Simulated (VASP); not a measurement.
# Tc12F (a cell with a defect) in VASP: single point with PBE+D3(BJ)

Aim: the single point of Tc12F (a cell with a defect) with PBE+D3(BJ).

All numbers are computed with VASP 6.6.1; they aren't measurements. Logs are shortened: lines on timing, memory, paths and dates and some standing lists are left out, and cuts for length are marked.

### Step 1. The cell of the first run

The cell holds a defect, 13 atoms: a = 5.480 Å, b = 8.220 Å, c = 4.395 Å, α = 90.00°, β = 90.00°, γ = 120.00°.

### Step 2. Single point, PBE+D3(BJ)

INCAR reads:

```
SYSTEM = Tc12F
PREC = Accurate
ENCUT = 520
EDIFF = 1E-6
ISMEAR = -1
SIGMA = 0.15
LREAL = .FALSE.
LASPH = .TRUE.
NELM = 80
ALGO = Normal
ISIF = 2
LWAVE = .FALSE.
LCHARG = .FALSE.
GGA = PE
IVDW = 12
NBANDS = 94
```

KPOINTS reads:

```
Automatic mesh
0
G
  2 2 2
  0 0 0
```

POSCAR reads:

```
Tc12F
1.0
    5.4800000000      0.0000000000      0.0000000000
   -4.1100000000      7.1187290000      0.0000000000
    0.0000000000      0.0000000000      4.3949600000
Tc F
12 1
Direct
   -0.0392750573     -0.0145506529     -0.0228832430
    0.1478773926      0.2335648235      0.5299592810
    0.0022730353      0.3341699616      0.0020866869
    0.1793802279      0.5635824354      0.5028640646
    0.0038161897      0.6651457267     -0.0061137855
    0.1392948430      0.8579059156      0.5143147494
    0.5191515150     -0.0108744046     -0.0304684387
    0.7069662134      0.2378623930      0.5221875270
    0.5277560476      0.3650843186     -0.0143627339
    0.6631288539      0.5578068948      0.5057827748
    0.4876779711      0.6594502222     -0.0031810064
    0.6648721538      0.8889963164      0.4975129770
    0.3337167140      0.1114649497      0.2498480466
```

Potentials or basis: VASP PAW PBE potentials, release 64 (Tc_pv, F).

Command:

```sh
> cat potpaw_PBE.64/Tc_pv/POTCAR potpaw_PBE.64/F/POTCAR > POTCAR
> mpirun -np 1 vasp_std > vasp.out
```

OUTCAR:

```text
SYSTEM = Tc12F
   PREC = Accurate
   ENCUT = 520
   EDIFF = 1E-6
   ISMEAR = -1
   LREAL = .FALSE.
   LASPH = .TRUE.
   NELM = 80
   ISIF = 2
   GGA = PE
   IVDW = 12
 IVDW          = 12

 ion  position               nearest neighbor table
   1  0.961  0.985  0.977-  13 2.14   7 2.44  12 2.53  11 2.64   2 2.64  12 2.68   6 2.69   5 2.76
                             3 2.76   6 2.94   2 3.00   7 3.05   9 3.11
   2  0.148  0.234  0.530-  13 2.14   8 2.43   3 2.51   4 2.63   1 2.64   9 2.69   3 2.71  12 2.75
                            10 2.75   9 3.00   1 3.00   8 3.05   6 3.07
   3  0.002  0.334  0.002-   2 2.51   8 2.53  11 2.67   8 2.68   2 2.71   5 2.72   4 2.74   9 2.74
                             4 2.74   7 2.75   1 2.76   9 2.76
   4  0.179  0.564  0.503-   6 2.54  11 2.62   2 2.63   8 2.64   5 2.66  11 2.66  12 2.67  10 2.68
                             5 2.73   3 2.74   3 2.74  10 2.81
   5  0.004  0.665  0.994-   6 2.52   9 2.54   4 2.66   6 2.67  11 2.68  10 2.69   3 2.72   4 2.73
                             7 2.75   1 2.76  10 2.77  11 2.81
   6  0.139  0.858  0.514-  13 2.15   5 2.52   4 2.54  10 2.54   5 2.67   1 2.69   7 2.69  12 2.74
                            12 2.76   1 2.94   7 3.00   2 3.07   8 3.12
   7  0.519  0.989  0.970-  13 2.14   1 2.44  12 2.51  11 2.63   8 2.65   6 2.69  12 2.71   5 2.75
                             3 2.75   6 3.00   8 3.01   1 3.05   9 3.07
   8  0.707  0.238  0.522-  13 2.14   2 2.43   3 2.53   4 2.64   7 2.65   3 2.68   9 2.69  10 2.76
                            12 2.76   9 2.94   7 3.01   2 3.05   6 3.12
   9  0.528  0.365  0.986-  13 2.15  10 2.52  11 2.54   5 2.54  10 2.67   8 2.69   2 2.69   3 2.74
                             3 2.76   8 2.94   2 3.00   7 3.07   1 3.11
  10  0.663  0.558  0.506-   9 2.52   6 2.54  11 2.66   9 2.67   4 2.68   5 2.69  12 2.72  11 2.73
                             2 2.75   8 2.76   5 2.77   4 2.81
  11  0.488  0.659  0.997-   9 2.54   4 2.62   7 2.63   1 2.64  10 2.66   4 2.66   3 2.67   5 2.68
                            10 2.73  12 2.74  12 2.74   5 2.81
  12  0.665  0.889  0.498-   7 2.51   1 2.53   4 2.67   1 2.68   7 2.71  10 2.72  11 2.74   6 2.74
                            11 2.74   2 2.75   8 2.76   6 2.76
  13  0.334  0.111  0.250-   1 2.14   8 2.14   2 2.14   7 2.14   9 2.15   6 2.15

  LATTYP: Found a simple monoclinic cell.
 ALAT       =     5.4800000000
 B/A-ratio  =     0.8020000000
 C/A-ratio  =     1.3228756879
 COS(beta)  =    -0.1889822319

  Lattice vectors:

 A1 = (   5.4800000000,   0.0000000000,   0.0000000000)
 A2 = (   0.0000000000,   0.0000000000,   4.3949600000)
 A3 = (  -1.3700000000,  -7.1187290000,   0.0000000000)

Analysis of symmetry for initial positions (statically):
=====================================================================
 Subroutine PRICEL returns:
 Original cell was already a primitive cell.

 Routine SETGRP: Setting up the symmetry group for a
 simple monoclinic supercell.

 Subroutine GETGRP returns: Found  1 space group operations
 (whereof  1 operations were pure point group operations)
 out of a pool of  4 trial point group operations.

The static configuration has the point symmetry C_1 .

Analysis of symmetry for dynamics (positions and initial velocities):
=====================================================================
 Subroutine PRICEL returns:
 Original cell was already a primitive cell.

 Routine SETGRP: Setting up the symmetry group for a
 simple monoclinic supercell.

 Subroutine GETGRP returns: Found  1 space group operations
 (whereof  1 operations were pure point group operations)
 out of a pool of  4 trial point group operations.

The dynamic configuration has the point symmetry C_1 .

 Subroutine INISYM returns: Found  1 space group operations
 (whereof  1 operations are pure point group operations),
 and found     1 'primitive' translations

----------------------------------------------------------------------------------------

                                     Primitive cell

  volume of cell :     171.4502

  direct lattice vectors                    reciprocal lattice vectors
     5.480000000  0.000000000  0.000000000     0.182481752  0.105355886  0.000000000
    -4.110000000  7.118729000  0.000000000     0.000000000  0.140474514  0.000000000
     0.000000000  0.000000000  4.394960000     0.000000000  0.000000000  0.227533356

  length of vectors
     5.480000000  8.220000157  4.394960000     0.210711776  0.140474514  0.227533356

  position of ions in fractional coordinates (direct lattice)
     0.960724943  0.985449347  0.977116757
     0.147877393  0.233564823  0.529959281
     0.002273035  0.334169962  0.002086687
     0.179380228  0.563582435  0.502864065
     0.003816190  0.665145727  0.993886215
     0.139294843  0.857905916  0.514314749
     0.519151515  0.989125595  0.969531561
     0.706966213  0.237862393  0.522187527
     0.527756048  0.365084319  0.985637266
     0.663128854  0.557806895  0.505782775
     0.487677971  0.659450222  0.996818994
     0.664872154  0.888996316  0.497512977
     0.333716714  0.111464950  0.249848047

  ion indices of the primitive-cell ions
   primitive index   ion index
                 1           1
                 2           2
                 3           3
                 4           4
                 5           5
                 6           6
                 7           7
                 8           8
                 9           9
                10          10
                11          11
                12          12
                13          13

----------------------------------------------------------------------------------------

 KPOINTS: Automatic mesh

Automatic generation of k-mesh.
 Grid dimensions read from file:
 generate k-points for:    2    2    2

 Generating k-lattice:

  Cartesian coordinates                     Fractional coordinates (reciprocal lattice)
     0.091240876  0.052677943  0.000000000     0.500000000  0.000000000  0.000000000
     0.000000000  0.070237257  0.000000000     0.000000000  0.500000000  0.000000000
     0.000000000  0.000000000  0.113766678     0.000000000  0.000000000  0.500000000

  Length of vectors
     0.105355888  0.070237257  0.113766678

  Shift w.r.t. Gamma in fractional coordinates (k-lattice)
     0.000000000  0.000000000  0.000000000

 Subroutine IBZKPT returns following result:
 ===========================================

 Found      8 irreducible k-points:

 Following reciprocal coordinates:
            Coordinates               Weight
  0.000000  0.000000  0.000000      1.000000
  0.500000  0.000000  0.000000      1.000000
  0.000000  0.500000  0.000000      1.000000
  0.500000  0.500000  0.000000      1.000000
  0.000000  0.000000  0.500000      1.000000
  0.500000  0.000000  0.500000      1.000000
  0.000000  0.500000  0.500000      1.000000
  0.500000  0.500000  0.500000      1.000000
   k-points           NKPTS =      8   k-points in BZ     NKDIM =      8   number of bands    NBANDS=     94
   number of dos      NEDOS =    301   number of ions     NIONS =     13
   total plane-waves  NPLWV =  96768
   dimension x,y,z NGX =    42 NGY =   64 NGZ =   36
   dimension x,y,z NGXF=    84 NGYF=  128 NGZF=   72
   ions per type =              12   1
   NGX,Y,Z   is equivalent  to a cutoff of  12.74, 12.94, 13.62 a.u.
   NGXF,Y,Z  is equivalent  to a cutoff of  25.48, 25.89, 27.24 a.u.
 SYSTEM =  Tc12F
   PREC   = accura    normal or accurate (medium, high low for compatibility)
   ISTART =      0    job   : 0-new  1-cont  2-samecut
   ICHARG =      2    charge: 1-file 2-atom 10-const
   ISPIN  =      1    spin polarized calculation?
   LNONCOLLINEAR =      F non collinear calculations
   LSORBIT =      F    spin-orbit coupling
   LASPH  =      T    aspherical Exc in radial PAW
   ENCUT  =  520.0 eV  38.22 Ry    6.18 a.u.  10.19 15.28  8.17*2*pi/ulx,y,z
   NELM   =     80;   NELMIN=  2; NELMDL= -5     # of ELM steps
   EDIFF  = 0.1E-05   stopping-criterion for ELM
   LREAL  =      F    real-space projection
   EDIFFG = 0.1E-04   stopping-criterion for IOM
   NSW    =      0    number of steps for IOM
   IBRION =     -1    ionic relax: 0-MD 1-quasi-New 2-CG
   NFREE  =      0    steps in history (QN), initial steepest desc. (CG)
   ISIF   =      2    stress and relaxation
   ISYM   =      2    0-nonsym 1-usesym 2-fastsym
   POTIM  = 0.5000    time-step for ionic-motion
   TEBEG  =    0.0;   TEEND  =   0.0 temperature during run
   PSTRESS=    0.0 pullay stress
   NELECT =     163.0000    total number of electrons
   NUPDOWN=      -1.0000    fix difference up-down
   EMIN   =  10.00;   EMAX   =-10.00  energy-range for DOS
   EFERMI =   0.00;   METHOD = LEGACY
   ISMEAR =    -1;   SIGMA  =   0.15  broadening in eV -4-tet -1-fermi 0-gaus
   EFERMI_NEDOS =   21; number of points for ismear=-14 and -15
   IALGO  =     38    algorithm
   IMIX   =      4    mixing-type and parameters
     AMIX     =   0.40;   BMIX     =  1.00
     AMIX_MAG =   1.60;   BMIX_MAG =  1.00
  volume/ion in A,a.u.               =      13.19        89.00
  Fermi-wavevector in a.u.,A,eV,Ry     =   1.609749  3.041984 35.256648  2.591290
  Thomas-Fermi vector in A             =   2.705409
   LORBIT       =      0    0 simple, 1 ext, 2 COOP (PROOUT), +10 PAW based schemes
   GGA     = PE    functional components
   LHFCALC =     F    Hartree Fock is set to
   AEXX    =    0.0000 exact exchange contribution
   IVDW    =    12    specifies the selected vdW correction
   LEPSILON=     F    determine dielectric tensor
   LRPA    =     F    only Hartree local field effects (RPA)
 non-spin polarized calculation
  energy-cutoff  :      520.00
  volume of cell :      171.45
 maximum number of plane-waves:      4640
 NGX is ok and might be reduce to    42
   NGX = 21   NGY = 31   NGZ = 17

 number of electron     162.9999994 magnetization

 Free energy of the ion-electron system (eV)
  ---------------------------------------------------
  ext. energy  EPLUGINS =         0.00000000
  ---------------------------------------------------
  free energy    TOTEN  =      -124.46477831 eV

  energy without entropy =     -123.57506336  energy(sigma->0) =     -124.01992084

 E-fermi :  13.3202     XC(G=0): -13.9525

 val. band max:       13.2912887757   @ k =   0.5000   0.0000   0.0000
 cond. band min:      13.3613846917   @ k =   0.0000   0.5000   0.0000
 fundamental gap:      0.0700959160
 Fermi energy:        13.3202285191

 k-point     1 :       0.0000    0.0000    0.0000
  band No.  band energies     occupation
      1     -26.5418      2.00000
      2     -26.3748      2.00000
      3     -26.2837      2.00000
      4     -26.1886      2.00000
      5     -26.1188      2.00000
      6     -26.0172      2.00000
[... 85 lines left out ...]
     92      15.3455      0.00000
     93      15.7967      0.00000

 k-point     2 :       0.5000    0.0000    0.0000
  band No.  band energies     occupation
      1     -26.3731      2.00000
      2     -26.2936      2.00000
      3     -26.1979      2.00000
      4     -26.1808      2.00000
      5     -26.0871      2.00000
      6     -26.0392      2.00000
[... 565 lines left out ...]
     92      15.5425      0.00000
     93      15.6424      0.00000

 k-point     8 :       0.5000    0.5000    0.5000
  band No.  band energies     occupation
      1     -26.4440      2.00000
      2     -26.4372      2.00000
      3     -26.2634      2.00000
      4     -26.1828      2.00000
      5     -26.0385      2.00000
      6     -26.0144      2.00000
[... 85 lines left out ...]
     92      15.4075      0.00000
     93      15.6259      0.00000
 [bands above 93 left out]

------------------------ aborting loop because EDIFF is reached ----------------------------------------

 Edisp (eV)   -7.93906

 E8    (eV) :    -3.6527

  FORCE on cell =-STRESS in cart. coord.  units (eV):
  Direction    XX          YY          ZZ          XY          YZ          ZX
  --------------------------------------------------------------------------------------
  -------------------------------------------------------------------------------------
  Total      21.80180    16.42532    13.22900     0.37174     1.71020    -0.90810
  in kB     203.73468   153.49229   123.62313     3.47388    15.98161    -8.48603
  external pressure =      160.28 kB  Pullay stress =        0.00 kB

 VOLUME and BASIS-vectors are now :
 -----------------------------------------------------------------------------
  energy-cutoff  :      520.00
  volume of cell :      171.45
      direct lattice vectors                 reciprocal lattice vectors
     5.480000000  0.000000000  0.000000000     0.182481752  0.105355886  0.000000000
    -4.110000000  7.118729000  0.000000000     0.000000000  0.140474514  0.000000000
     0.000000000  0.000000000  4.394960000     0.000000000  0.000000000  0.227533356

 POSITION                                       TOTAL-FORCE (eV/Angst)
 -----------------------------------------------------------------------------------
      1.21458      7.01515      4.29439        -0.048511     -0.000386     -0.039522
     -0.14958      1.66268      2.32915        -0.044518      0.032653      0.017394
     -1.36098      2.37887      0.00917        -0.049229      0.006594     -0.044276
     -1.33332      4.01199      2.21007         0.025163     -0.001409      0.021760
     -2.71284      4.73499      4.36809         0.009212     -0.008178     -0.009101
     -2.76266      6.10720      2.26039         0.014363     -0.034816      0.015332
     -1.22036      7.04132      4.26105         0.045336     -0.000376     -0.011338
      2.89656      1.69328      2.29499         0.026077     -0.021133      0.054750
      1.39161      2.59894      4.33184        -0.010060      0.034176     -0.030256
      1.34136      3.97088      2.22290        -0.006127      0.015048      0.011013
     -0.03787      4.69445      4.38098        -0.020158      0.002170     -0.022306
     -0.01028      6.32852      2.18655         0.053567     -0.026736      0.036124
      1.37065      0.79349      1.09807         0.004886      0.002392      0.000427
 -----------------------------------------------------------------------------------
    total drift:                                0.000248      0.000246      0.000082

  FREE ENERGIE OF THE ION-ELECTRON SYSTEM (eV)
  ---------------------------------------------------
  free  energy   TOTEN  =      -132.4038379971 eV

  energy  without entropy=     -131.5141230477  energy(sigma->0) =     -131.95898052
```

Wall time 4.2 min (1 thread of AMD EPYC 7R43 (Zen 3), shared host); peak memory 0.29 GiB.

What came out:

```
Free energy                : -132.4038 eV
Pressure                   : 16.0 GPa
Largest force              : 0.070 eV/Å
Dispersion energy per atom : -0.611 eV
```

Forces on the atoms (eV/Å):
```
Tc  -0.049  0.000 -0.040
Tc  -0.045  0.033  0.017
Tc  -0.049  0.007 -0.044
Tc   0.025 -0.001  0.022
Tc   0.009 -0.008 -0.009
Tc   0.014 -0.035  0.015
Tc   0.045  0.000 -0.011
Tc   0.026 -0.021  0.055
Tc  -0.010  0.034 -0.030
Tc  -0.006  0.015  0.011
Tc  -0.020  0.002 -0.022
Tc   0.054 -0.027  0.036
F    0.005  0.002  0.000
```

Stress tensor (GPa, compression positive):
```
20.37  0.35 -0.85
 0.35 15.35  1.60
-0.85  1.60 12.36
```

Caveat: the k points lie up to 0.71 Å⁻¹ apart; an odd number of electrons without spin polarisation forces a metal; a magnetic or distorted state may lie lower.
